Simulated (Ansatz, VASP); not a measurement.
# Al3Cu: VASP beside Ansatz

```xyz
4
Lattice="2.7784 0.0000 0.0000 0.0000 2.7784 0.0000 0.0000 0.0000 7.5134" Properties=species:S:1:pos:R:3 pbc="T T T"
Al    0.0000    0.0000    3.7567
Al    1.3892    1.3892    1.6989
Al    1.3892    1.3892    5.8145
Cu    0.0000    0.0000    0.0000
```

Alike in both runs: task relaxation of cell and atoms; functional r2SCAN; k mesh 6 × 6 × 4; occupations gaussian, width 0.1 eV; no spin polarisation.

|  | VASP | Ansatz |
| --- | --- | --- |
| version | VASP 6.6.1 | Ansatz 0.2.0 |
| potentials or method | VASP PAW PBE potentials, release 64 (Al, Cu), cutoff 600 eV | scalar-relativistic, plane waves, PAW |
| valence electrons in the cell | 20 | 28 |

|  | VASP | Ansatz | Ansatz less VASP |
| --- | --- | --- | --- |
| gap on the k mesh at the Fermi level, each at its own relaxed structure (eV) | none | none | - |
| relaxed volume (Å³/atom) | 14.57 | 14.60 | +0.028 |
| relaxed cell length with the largest relative difference (Å) | 2.778 | 2.780 | +0.0021 |

VASP's potentials were made for PBE, not for r2SCAN. A gap of «none» marks a metal or a gap that the smearing closes. VASP's potentials hold 20 valence electrons a cell and Ansatz's 28, so a difference there can come from the potentials and not from the codes.

The k mesh is coarse, so the values compare programs but aren't converged.
